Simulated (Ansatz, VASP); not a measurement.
# One calculation of Sb, two programs

```xyz
2
Lattice="3.2679 0.0000 0.0000 -1.6340 2.8301 0.0000 0.0000 0.0000 5.4899" Properties=species:S:1:pos:R:3 pbc="T T T"
Sb    0.0000    1.8867    1.3725
Sb    1.6340    0.9434    4.1174
```

Change from the starting cell: strain -0.030 along x and y, +0.030 along z, atoms carried along.

Alike in both runs: task single point; functional PBE; dispersion D3(BJ); k mesh 18 × 18 × 10; occupations gaussian, width 0.15 eV; no spin polarisation.

|  | VASP | Ansatz |
| --- | --- | --- |
| version | VASP 6.6.1 | Ansatz 0.2.0 |
| potentials or method | VASP PAW PBE potentials, release 64 (Sb), cutoff 520 eV | scalar-relativistic, plane waves, PAW |
| valence electrons in the cell | 10 | 30 |

Ansatz gave:

```
gap on the k mesh at the Fermi level (eV)                     : none
pressure (GPa)                                                : 2.1
traceless stress, the component that is largest in VASP (GPa) : -1.14
```

Estimate VASP's values.

gap on the k mesh at the Fermi level (eV): none; pressure (GPa): 1.9; traceless stress, the component that is largest in VASP (GPa): -1.15.

A gap of «none» marks a metal or a gap that the smearing closes. VASP's potentials hold 10 valence electrons a cell and Ansatz's 30, so a difference there can come from the potentials and not from the codes.

Spin-orbit coupling is off throughout.
